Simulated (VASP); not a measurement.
**Zn12CO: single point with PBE+D3(BJ)**

The system is Zn12CO, a slab with vacuum.

```
Zn O C
1.0
     5.23551    0.00000    0.00000
     0.00000    4.80358    0.00000
     0.00000    0.00000   24.14111
Zn O C
12 1 1
Direct
  0.00000 0.75000 0.16569
  0.50000 0.75000 0.16569
  0.25000 0.25000 0.19700
  0.75000 0.25000 0.19700
  0.25000 0.75000 0.25960
  0.75000 0.75000 0.25960
  0.00000 0.25000 0.29275
  0.50000 0.25000 0.29275
  0.00000 0.75000 0.38175
  0.50000 0.75000 0.38175
  0.25000 0.25000 0.38901
  0.75000 0.25000 0.38901
  0.33333 0.25000 0.51328
  0.33333 0.25000 0.56092
```

* Program: VASP 6.6.1
* Task: single point
* Functional: PBE
* Dispersion: D3(BJ)
* Potentials or basis: VASP PAW PBE potentials, release 64 (Zn, O, C)
* Cutoff: 520 eV
* k mesh: 5 × 6 × 1
* Occupations: gaussian, width 0.1 eV
* Spin: no spin polarisation
* Dipole correction: yes
* Further INCAR settings: ALGO = Normal; EDIFF = 1e-06; NBANDS = 90

The largest force is 0.995 eV/Å, the band gap on the k mesh is zero (bands 77 and 78 overlap by 0.80 eV) and the dispersion energy per atom is -0.247 eV.

Forces in eV/Å, atoms in the order of the input:
```
Zn  -0.013  0.000 -0.072
Zn   0.013  0.000 -0.075
Zn   0.005  0.000 -0.600
Zn  -0.006  0.000 -0.620
Zn  -0.001  0.000  0.981
Zn   0.002  0.000  0.995
Zn  -0.005  0.000 -0.142
Zn   0.005  0.000 -0.117
Zn   0.001  0.000 -0.147
Zn   0.003  0.000 -0.164
Zn  -0.025  0.000 -0.114
Zn   0.025  0.000 -0.062
O   -0.007  0.000  0.791
C    0.002  0.000 -0.655
```

Levels at points of the mesh, in eV from the Fermi level:
```csv
k point,band 73,band 74,band 75,band 76,band 77,band 78,band 79,band 80,band 81,band 82
"(0.00, 0.00, 0.00)",-1.96,-1.82,-1.76,-0.95,-0.48,0.16,0.84,1.14,1.50,1.67
"(0.00, 0.50, 0.00)",-1.71,-1.71,-1.64,-1.04,-0.79,-0.19,-0.18,0.78,0.81,1.36
```

Run time: 36 min on 1 thread of Intel Xeon 8259CL, with other jobs on the host, peak memory 0.84 GiB.
